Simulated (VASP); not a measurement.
# BN (P6_3/mmc) in VASP: notebook

BN is run at these levels: PBEsol; tasks: single point.

All numbers are computed with VASP 6.6.1; they aren't measurements. Logs are shortened: lines on timing, memory, paths and dates and some standing lists are left out, and cuts for length are marked.

## (1) The cell of the first run

Symmetry: P6_3/mmc, No. 194, hexagonal system. Conventional cell: a = 2.379 Å, b = 2.379 Å, c = 6.828 Å, α = 90.00°, β = 90.00°, γ = 120.00°. Within 1.8 Å of B (site symmetry -6m2) lie 3 N at 1.37 Å. N (site symmetry -6m2) has 3 B at 1.37 Å within 1.8 Å.

## (2) Single point, PBEsol (strain -0.050 along x and y, +0.025 along z)

Input file INCAR:

```
PREC = Accurate
ENCUT = 520
EDIFF = 1E-6
ISMEAR = 0
SIGMA = 0.05
LREAL = F
LASPH = T
NELM = 100
ALGO = Normal
ISIF = 2
LWAVE = F
LCHARG = F
GGA = PS
NBANDS = 16
```

Input file KPOINTS:

```
Automatic mesh
0
Gamma
  12 12 4
```

Input file POSCAR:

```
BN
1.0
    2.3787921191      0.0000000000      0.0000000000
   -1.1893960596      2.0600944054      0.0000000000
    0.0000000000      0.0000000000      6.8277300000
B N
2 2
Direct
    0.3333333333      0.6666666667      0.2500000000
    0.6666666667      0.3333333333      0.7500000000
    0.3333333333      0.6666666667      0.7500000000
    0.6666666667      0.3333333333      0.2500000000
```

Potentials or basis: VASP PAW PBE potentials, release 64 (B, N).

Command:

```bash
> cat potpaw_PBE.64/B/POTCAR potpaw_PBE.64/N/POTCAR > POTCAR
> mpirun -np 1 vasp_std > vasp.out
```

OUTCAR:

```text
PREC = Accurate
   ENCUT = 520
   EDIFF = 1E-6
   ISMEAR = 0
   LREAL = F
   LASPH = T
   NELM = 100
   ISIF = 2
   GGA = PS

 ion  position               nearest neighbor table
   1  0.333  0.667  0.250-   4 1.37   4 1.37   4 1.37
   2  0.667  0.333  0.750-   3 1.37   3 1.37   3 1.37
   3  0.333  0.667  0.750-   2 1.37   2 1.37   2 1.37
   4  0.667  0.333  0.250-   1 1.37   1 1.37   1 1.37

  LATTYP: Found a hexagonal cell.
 ALAT       =     2.3787921191
 C/A-ratio  =     2.8702508072

  Lattice vectors:

 A1 = (   2.3787921191,   0.0000000000,   0.0000000000)
 A2 = (  -1.1893960596,   2.0600944054,   0.0000000000)
 A3 = (   0.0000000000,   0.0000000000,   6.8277300000)

Analysis of symmetry for initial positions (statically):
=====================================================================
 Subroutine PRICEL returns:
 Original cell was already a primitive cell.

 Routine SETGRP: Setting up the symmetry group for a
 hexagonal supercell.

 Subroutine GETGRP returns: Found 24 space group operations
 (whereof 12 operations were pure point group operations)
 out of a pool of 24 trial point group operations.

The static configuration has the point symmetry D_3d.
 The point group associated with its full space group is D_6h.

Analysis of symmetry for dynamics (positions and initial velocities):
=====================================================================
 Subroutine PRICEL returns:
 Original cell was already a primitive cell.

 Routine SETGRP: Setting up the symmetry group for a
 hexagonal supercell.

 Subroutine GETGRP returns: Found 24 space group operations
 (whereof 12 operations were pure point group operations)
 out of a pool of 24 trial point group operations.

The dynamic configuration has the point symmetry D_3d.
 The point group associated with its full space group is D_6h.

 Subroutine INISYM returns: Found 24 space group operations
 (whereof 12 operations are pure point group operations),
 and found     1 'primitive' translations

----------------------------------------------------------------------------------------

                                     Primitive cell

  volume of cell :      33.4595

  direct lattice vectors                    reciprocal lattice vectors
[... 86 lines left out ...]
   LNONCOLLINEAR =      F non collinear calculations
   LSORBIT =      F    spin-orbit coupling
   LASPH  =      T    aspherical Exc in radial PAW
   ENCUT  =  520.0 eV  38.22 Ry    6.18 a.u.   4.42  4.42 12.70*2*pi/ulx,y,z
   NELM   =    100;   NELMIN=  2; NELMDL= -5     # of ELM steps
   EDIFF  = 0.1E-05   stopping-criterion for ELM
   LREAL  =      F    real-space projection
   EDIFFG = 0.1E-04   stopping-criterion for IOM
   NSW    =      0    number of steps for IOM
   IBRION =     -1    ionic relax: 0-MD 1-quasi-New 2-CG
   NFREE  =      0    steps in history (QN), initial steepest desc. (CG)
   ISIF   =      2    stress and relaxation
   ISYM   =      2    0-nonsym 1-usesym 2-fastsym
   POTIM  = 0.5000    time-step for ionic-motion
   TEBEG  =    0.0;   TEEND  =   0.0 temperature during run
   PSTRESS=    0.0 pullay stress
   NELECT =      16.0000    total number of electrons
   NUPDOWN=      -1.0000    fix difference up-down
   EMIN   =  10.00;   EMAX   =-10.00  energy-range for DOS
   EFERMI =   0.00;   METHOD = LEGACY
   ISMEAR =     0;   SIGMA  =   0.05  broadening in eV -4-tet -1-fermi 0-gaus
   EFERMI_NEDOS =   21; number of points for ismear=-14 and -15
   IALGO  =     38    algorithm
   IMIX   =      4    mixing-type and parameters
     AMIX     =   0.40;   BMIX     =  1.00
     AMIX_MAG =   1.60;   BMIX_MAG =  1.00
  volume/ion in A,a.u.               =       8.36        56.45
  Fermi-wavevector in a.u.,A,eV,Ry     =   1.280191  2.419211 22.298446  1.638890
  Thomas-Fermi vector in A             =   2.412633
   LORBIT       =      0    0 simple, 1 ext, 2 COOP (PROOUT), +10 PAW based schemes
   GGA     = PS    functional components
   LHFCALC =     F    Hartree Fock is set to
   AEXX    =    0.0000 exact exchange contribution
   IVDW    =     0    specifies the selected vdW correction
   LEPSILON=     F    determine dielectric tensor
   LRPA    =     F    only Hartree local field effects (RPA)
 non-spin polarized calculation
 Gauss-broadening in eV      SIGMA  =   0.05
  energy-cutoff  :      520.00
  volume of cell :       33.46
 maximum number of plane-waves:       931
 NGX is ok and might be reduce to    18
   NGX =  9   NGY =  9   NGZ = 25

 number of electron      16.0000003 magnetization

 Free energy of the ion-electron system (eV)
  ---------------------------------------------------
  ext. energy  EPLUGINS =         0.00000000
  ---------------------------------------------------
  free energy    TOTEN  =       -35.85427774 eV

  energy without entropy =      -35.85427774  energy(sigma->0) =      -35.85427774

 E-fermi :   2.8690     XC(G=0): -10.4214

 val. band max:        2.6488891488   @ k =   0.3333   0.3333   0.5000
 cond. band min:       7.0957320363   @ k =   0.5000   0.0000   0.0000
 fundamental gap:      4.4468428875
 Fermi energy:         2.8690279625

 k-point     1 :       0.0000    0.0000    0.0000
  band No.  band energies     occupation
      1     -16.0293      2.00000
      2     -15.7980      2.00000
      3      -4.3378      2.00000
      4      -2.5463      2.00000
      5       1.5529      2.00000
      6       1.5529      2.00000
[... 433 lines left out ...]
      3      -4.5522      2.00000
      4      -4.5151      2.00000
      5      -1.0702      2.00000
      6      -1.0442      2.00000
[... 8 lines left out ...]
     15      20.7680      0.00000
     16      22.5474      0.00000

 [... further k-points ...]
[... 5 lines left out ...]
  --------------------------------------------------------------------------------------
  -------------------------------------------------------------------------------------
  Total       14.2421761     14.2421761      0.0705076     -0.0000000     -0.0000000      0.0000000
  in kB      681.9726860    681.9726860      3.3761858     -0.0000000     -0.0000000      0.0000000
  external PRESSURE =     455.7738526 kB  Pullay stress =       0.0000000 kB

 VOLUME and BASIS-vectors are now :
 -----------------------------------------------------------------------------
  energy-cutoff  :      520.00
  volume of cell :       33.46
      direct lattice vectors                 reciprocal lattice vectors
     2.378792119  0.000000000  0.000000000     0.420381416  0.242707324  0.000000000
    -1.189396060  2.060094405  0.000000000     0.000000000  0.485414648  0.000000000
     0.000000000  0.000000000  6.827730000     0.000000000  0.000000000  0.146461562

 POSITION                                       TOTAL-FORCE (eV/Angst)
 -----------------------------------------------------------------------------------
     -0.00000      1.37340      1.70693         0.000000     -0.000000      0.000000
      1.18940      0.68670      5.12080        -0.000000      0.000000      0.000000
     -0.00000      1.37340      5.12080         0.000000     -0.000000      0.000000
      1.18940      0.68670      1.70693        -0.000000     -0.000000      0.000000
 -----------------------------------------------------------------------------------
    total drift:                               -0.000000      0.000000     -0.000000

  FREE ENERGIE OF THE ION-ELECTRON SYSTEM (eV)
  ---------------------------------------------------
  free  energy   TOTEN  =       -35.8542777377 eV

  energy  without entropy=      -35.8542777377  energy(sigma->0) =      -35.85427774
```

OSZICAR:

```text
N       E                     dE             d eps       ncg     rms          rms(c)
DAV:   1     0.525865321214E+02    0.52587E+02   -0.80386E+03  1840   0.926E+02
DAV:   2    -0.372798660437E+02   -0.89866E+02   -0.81711E+02  2520   0.235E+02
DAV:   3    -0.405666786740E+02   -0.32868E+01   -0.32716E+01  2344   0.439E+01
DAV:   4    -0.405865008422E+02   -0.19822E-01   -0.19820E-01  2288   0.379E+00
DAV:   5    -0.405866790379E+02   -0.17820E-03   -0.17819E-03  2344   0.336E-01    0.126E+01
DAV:   6    -0.364930132268E+02    0.40937E+01   -0.55735E+00  2264   0.182E+01    0.593E+00
DAV:   7    -0.359605953302E+02    0.53242E+00   -0.87869E-01  2408   0.672E+00    0.343E+00
DAV:   8    -0.358569832639E+02    0.10361E+00   -0.25500E-01  2368   0.356E+00    0.486E-01
DAV:   9    -0.358533201315E+02    0.36631E-02   -0.16381E-02  2008   0.104E+00    0.219E-01
DAV:  10    -0.358541615757E+02   -0.84144E-03   -0.11042E-03  2080   0.262E-01    0.305E-02
DAV:  11    -0.358542591454E+02   -0.97570E-04   -0.81101E-05  2120   0.677E-02    0.264E-02
DAV:  12    -0.358542776703E+02   -0.18525E-04   -0.29878E-05  1976   0.356E-02    0.193E-03
DAV:  13    -0.358542777377E+02   -0.67394E-07   -0.53721E-07  1968   0.620E-03
   1 F= -.35854278E+02 E0= -.35854278E+02  d E =-.766114E-12
```

Run time: 25 s. Hardware: 1 thread of AMD EPYC 7R43 (Zen 3), shared host; peak memory 0.12 GiB.

Results:

```yaml
Free_energy: -35.8543 eV
Pressure: 45.6 GPa
Band_gap_on_the_k_mesh: 4.45 eV, indirect (least direct gap 4.97 eV)
```

Levels at points of the mesh, in eV from the valence-band top:
| k point | band 4 | band 5 | band 6 | band 7 | band 8 | band 9 | band 10 | band 11 | band 12 | band 13 |
| --- | --- | --- | --- | --- | --- | --- | --- | --- | --- | --- |
| (0.00, 0.00, 0.00) | -5.20 | -1.10 | -1.10 | -1.07 | -1.07 | 4.76 | 10.09 | 12.85 | 12.85 | 12.93 |
| (0.50, 0.00, 0.00) | -9.50 | -4.36 | -4.32 | -1.51 | -0.68 | 4.45 | 5.76 | 10.77 | 11.64 | 12.91 |
| (0.00, 0.00, 0.50) | -6.18 | -1.09 | -1.09 | -1.09 | -1.09 | 7.10 | 7.10 | 12.89 | 12.89 | 12.89 |
| (0.50, 0.00, 0.50) | -9.52 | -4.34 | -4.34 | -1.09 | -1.09 | 4.93 | 4.93 | 11.44 | 11.44 | 14.03 |

Caveat: the cell differs from its parent crystal (strain -0.050 along x and y, +0.025 along z); the PAW data sets were made with another functional, which shifts forces and pressure a little; this functional lacks dispersion, which binds the layers, so the pressure and a relaxed spacing across them are unreliable. A k mesh can miss the band edges.

## (3) Single point, PBEsol (strain -0.025 along x and y, -0.025 along z)

Input file INCAR:

```
SYSTEM = BN
PREC     = Accurate       ! precision mode
ENCUT    = 520            ! plane-wave cutoff, eV
EDIFF    = 1E-7           ! SCF threshold, eV
ISMEAR   = 0              ! smearing method
SIGMA    = 0.05           ! smearing width, eV
LREAL    = .False.        ! projectors in reciprocal space
LASPH    = .True.         ! aspherical terms in the spheres
NELM     = 80             ! most SCF steps
ALGO     = Normal         ! electronic algorithm
ISIF     = 2              ! what is computed and relaxed
LWAVE    = .False.        ! write WAVECAR
LCHARG   = .False.        ! write CHGCAR
GGA      = PS             ! functional
NBANDS   = 16             ! bands
```

Input file KPOINTS:

```
regular mesh
0
Gamma
  12 12 4
  0 0 0
```

Input file POSCAR:

```
BN
1.0
    2.4413919117      0.0000000000      0.0000000000
   -1.2206959559      2.1143074161      0.0000000000
    0.0000000000      0.0000000000      6.4946700000
B N
2 2
Direct
    0.3333333333      0.6666666667      0.2500000000
    0.6666666667      0.3333333333      0.7500000000
    0.3333333333      0.6666666667      0.7500000000
    0.6666666667      0.3333333333      0.2500000000
```

Potentials or basis: VASP PAW PBE potentials, release 64 (B, N).

Command:

```bash
> cat potpaw_PBE.64/B/POTCAR potpaw_PBE.64/N/POTCAR > POTCAR
> mpirun -np 1 vasp_std > vasp.out
```

Run time: 17 s. Hardware: 1 thread of AMD EPYC 7R43 (Zen 3), shared host; peak memory 0.12 GiB.

The run converged. Its results:

| Item | Value |
| --- | --- |
| Free energy | -36.3858 eV |
| Pressure | 21.9 GPa |
| Band gap on the k mesh | 4.25 eV, indirect (least direct gap 4.71 eV) |

Stress tensor (GPa, compression positive):
```
32.14  0.00  0.00
 0.00 32.14  0.00
 0.00  0.00  1.52
```

Levels at points of the mesh, in eV from the valence-band top:
```csv
k point,band 4,band 5,band 6,band 7,band 8,band 9,band 10,band 11,band 12,band 13
"(0.00, 0.00, 0.00)",-4.42,-1.21,-1.21,-1.17,-1.17,5.17,10.70,12.14,12.14,12.28
"(0.50, 0.00, 0.00)",-9.16,-4.25,-4.18,-1.60,-0.46,4.25,5.85,10.15,10.71,12.85
"(0.00, 0.00, 0.50)",-5.74,-1.19,-1.19,-1.19,-1.19,7.79,7.79,12.21,12.21,12.21
"(0.50, 0.00, 0.50)",-9.19,-4.21,-4.21,-1.01,-1.01,4.78,4.78,10.67,10.67,13.89
```

Caveat: the cell differs from its parent crystal (strain -0.025 along x and y, -0.025 along z); the PAW data sets were made with another functional, which shifts forces and pressure a little; this functional lacks dispersion, which binds the layers, so the pressure and a relaxed spacing across them are unreliable.

## (4) Single point, PBEsol (strain -0.050 along x and y, +0.050 along z)

INCAR: that of step 3 with these lines changed.

```diff
@@ -3,3 +3,3 @@
 ENCUT    = 520            ! plane-wave cutoff, eV
-EDIFF    = 1E-7           ! SCF threshold, eV
+EDIFF    = 1E-6           ! SCF threshold, eV
 ISMEAR   = 0              ! smearing method
@@ -8,3 +8,3 @@
 LASPH    = .True.         ! aspherical terms in the spheres
-NELM     = 80             ! most SCF steps
+NELM     = 60             ! most SCF steps
 ALGO     = Normal         ! electronic algorithm
```

KPOINTS is that of step 3.

Input file POSCAR:

```
BN
1.0
    2.3787921191      0.0000000000      0.0000000000
   -1.1893960596      2.0600944054      0.0000000000
    0.0000000000      0.0000000000      6.9942600000
B N
2 2
Direct
    0.3333333333      0.6666666667      0.2500000000
    0.6666666667      0.3333333333      0.7500000000
    0.3333333333      0.6666666667      0.7500000000
    0.6666666667      0.3333333333      0.2500000000
```

Command:

```bash
> cat potpaw_PBE.64/B/POTCAR potpaw_PBE.64/N/POTCAR > POTCAR
> mpirun -np 1 vasp_std > vasp.out
```

Run time: 19 s. Hardware: 1 thread of AMD EPYC 7R43 (Zen 3), shared host; peak memory 0.12 GiB.

It converged, with:

| Item | Value |
| --- | --- |
| Free energy | -35.8561 eV |
| Pressure | 44.4 GPa |
| Band gap on the k mesh | 4.49 eV, indirect (least direct gap 4.97 eV) |

Stress tensor (GPa, compression positive):
```
66.56  0.00  0.00
 0.00 66.56  0.00
 0.00  0.00 -0.01
```

Levels at points of the mesh, in eV from the valence-band top:
```tsv
k point	band 5	band 6	band 7	band 8	band 9	band 10	band 11	band 12
(0.00, 0.00, 0.00)	-1.10	-1.10	-1.08	-1.08	4.64	9.72	12.85	12.85
(0.50, 0.00, 0.00)	-4.36	-4.33	-1.45	-0.73	4.49	5.67	10.76	11.65
(0.00, 0.00, 0.50)	-1.09	-1.09	-1.09	-1.09	6.83	6.83	12.89	12.89
(0.50, 0.00, 0.50)	-4.35	-4.35	-1.09	-1.09	4.94	4.94	11.41	11.41
```

Caveat: the cell differs from its parent crystal (strain -0.050 along x and y, +0.050 along z); the PAW data sets were made with another functional, which shifts forces and pressure a little; this functional lacks dispersion, which binds the layers, so the pressure and a relaxed spacing across them are unreliable. A k mesh can miss the band edges.

## (5) Single point, PBEsol (strain +0.000 along x and y, -0.050 along z)

Input file INCAR:

```
SYSTEM = BN
  PREC = Accurate
  ENCUT = 520
  EDIFF = 1E-6
  ISMEAR = 0
  SIGMA = 0.05
  LREAL = .FALSE.
  LASPH = .TRUE.
  NELM = 100
  ALGO = Normal
  ISIF = 2
  LWAVE = .FALSE.
  LCHARG = .FALSE.
  GGA = PS
  NBANDS = 16
```

Input file KPOINTS:

```
regular mesh
0
G
  12 12 4
  0 0 0
```

Input file POSCAR:

```
BN
1.0
    2.5039917043      0.0000000000      0.0000000000
   -1.2519958522      2.1685204268      0.0000000000
    0.0000000000      0.0000000000      6.3281400000
B N
2 2
Direct
    0.3333333333      0.6666666667      0.2500000000
    0.6666666667      0.3333333333      0.7500000000
    0.3333333333      0.6666666667      0.7500000000
    0.6666666667      0.3333333333      0.2500000000
```

Command:

```bash
> cat potpaw_PBE.64/B/POTCAR potpaw_PBE.64/N/POTCAR > POTCAR
> mpirun -np 1 vasp_std > vasp.out
```

Run time: 20 s. Hardware: 1 thread of AMD EPYC 7R43 (Zen 3), shared host; peak memory 0.12 GiB.

The run converged. Its results:

| Item | Value |
| --- | --- |
| Free energy | -36.5482 eV |
| Pressure | 1.4 GPa |
| Band gap on the k mesh | 4.05 eV, indirect (least direct gap 4.42 eV) |

Stress tensor (GPa, compression positive):
```
0.94 0.00 0.00
0.00 0.94 0.00
0.00 0.00 2.28
```

Levels at points of the mesh, in eV from the valence-band top:
| k point | band 6 | band 7 | band 8 | band 9 | band 10 | band 11 |
| --- | --- | --- | --- | --- | --- | --- |
| (0.00, 0.00, 0.00) | -1.36 | -1.30 | -1.30 | 5.34 | 10.70 | 11.43 |
| (0.50, 0.00, 0.00) | -4.09 | -1.69 | -0.37 | 4.05 | 5.78 | 9.45 |
| (0.00, 0.00, 0.50) | -1.33 | -1.33 | -1.33 | 8.01 | 8.01 | 11.52 |
| (0.50, 0.00, 0.50) | -4.15 | -0.99 | -0.99 | 4.58 | 4.58 | 9.84 |

Caveat: the cell differs from its parent crystal (strain +0.000 along x and y, -0.050 along z); the PAW data sets were made with another functional, which shifts forces and pressure a little; this functional lacks dispersion, which binds the layers, so the pressure and a relaxed spacing across them are unreliable. A k mesh can miss the band edges.

## (6) Summary

```tsv
cell	gap on the mesh (eV)	pressure (GPa)
a = 2.379, b = 2.379, c = 6.828 Å, angles 90.0, 90.0, 120.0°, 4 atoms	4.45	45.6
a = 2.441, b = 2.441, c = 6.495 Å, angles 90.0, 90.0, 120.0°, 4 atoms	4.25	21.9
a = 2.379, b = 2.379, c = 6.994 Å, angles 90.0, 90.0, 120.0°, 4 atoms	4.49	44.4
a = 2.504, b = 2.504, c = 6.328 Å, angles 90.0, 90.0, 120.0°, 4 atoms	4.05	1.4
```

Alike in all rows: task single point; level PBEsol; potentials or basis VASP PAW PBE potentials, release 64 (B, N); no spin polarisation; k mesh 12 × 12 × 4; cutoff (eV) 520; smearing gaussian 0.05 eV.

Caveats: the PAW data sets were made with another functional, which shifts forces and pressure a little; this functional lacks dispersion, which binds the layers, so the pressure and a relaxed spacing across them are unreliable.

Absolute energies hang on the potentials; compare differences alone.
